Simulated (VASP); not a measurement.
Set up this calculation in VASP 6.6.1, as the native input.

```yaml
Task: single point
Functional: r2SCAN
Potentials_or_basis: VASP PAW PBE potentials, release 64 (Zn, S)
Cutoff: 520 eV
k_mesh: 8 × 8 × 8
Occupations: gaussian, width 0.05 eV
Spin: no spin polarisation
Dipole_correction: no
Further_INCAR_settings: ALGO = Normal; EDIFF = 1e-06; NBANDS = 16
```

The system is ZnS.

```
Zn S
1.0
     0.00000    2.69451    2.69451
     2.69451    0.00000    2.69451
     2.69451    2.69451    0.00000
Zn S
1 1
Direct
  0.97953 0.02047 0.97953
  0.79175 0.70825 0.79175
```

This cell differs from its parent crystal: atoms displaced along a vibrational mode.

One way to write it, as run:

POSCAR

```
ZnS
1.0
    0.0000000000      2.6945131952      2.6945131952
    2.6945131952      0.0000000000      2.6945131952
    2.6945131952      2.6945131952      0.0000000000
Zn S
1 1
Direct
   -0.0204734395      0.0204734395     -0.0204734395
    0.7917515120      0.7082484880      0.7917515120
```

INCAR.step1

```
SYSTEM = ZnS
PREC     = Accurate       ! precision mode
ENCUT    = 520            ! plane-wave cutoff, eV
ISMEAR   = 0              ! smearing method
SIGMA    = 0.05           ! smearing width, eV
LREAL    = .False.        ! projectors in reciprocal space
LASPH    = .True.         ! aspherical terms in the spheres
NELM     = 80             ! most SCF steps
NBANDS   = 16             ! bands
GGA      = PE             ! functional
ALGO     = Normal         ! electronic algorithm
EDIFF    = 1E-4           ! SCF threshold, eV
LWAVE    = .True.         ! write WAVECAR
LCHARG   = .False.        ! write CHGCAR
```

INCAR.step2

```
SYSTEM = ZnS
PREC     = Accurate       ! precision mode
ENCUT    = 520            ! plane-wave cutoff, eV
EDIFF    = 1E-6           ! SCF threshold, eV
ISMEAR   = 0              ! smearing method
SIGMA    = 0.05           ! smearing width, eV
LREAL    = .False.        ! projectors in reciprocal space
LASPH    = .True.         ! aspherical terms in the spheres
NELM     = 80             ! most SCF steps
ALGO     = Normal         ! electronic algorithm
ISIF     = 2              ! what is computed and relaxed
LWAVE    = .False.        ! write WAVECAR
LCHARG   = .False.        ! write CHGCAR
METAGGA  = R2SCAN         ! meta-GGA
LMIXTAU  = .True.       
NBANDS   = 16             ! bands
ISTART   = 1
```

KPOINTS

```
Automatic mesh
0
Gamma
  8 8 8
  0 0 0
```

Potentials or basis: VASP PAW PBE potentials, release 64 (Zn, S).

Run with:

```sh
$ cat potpaw_PBE.64/Zn/POTCAR potpaw_PBE.64/S/POTCAR > POTCAR
$ cp INCAR.step1 INCAR
$ mpirun -np 1 vasp_std > vasp.out
$ cp INCAR.step2 INCAR
$ mpirun -np 1 vasp_std > vasp.out
```

Results of the run:

```json
{
 "Pressure": "3.9 GPa",
 "Largest force": "1.866 eV/Å",
 "Band gap on the k mesh": "2.65 eV"
}
```

Caveat: the cell differs from its parent crystal (atoms displaced along a vibrational mode); the cell stands under pressure; the PAW data sets were made with another functional, which shifts forces and pressure a little.

Run time: 5.4 min on 1 thread of Intel Xeon 8259CL, on a shared host, peak memory 0.21 GiB.
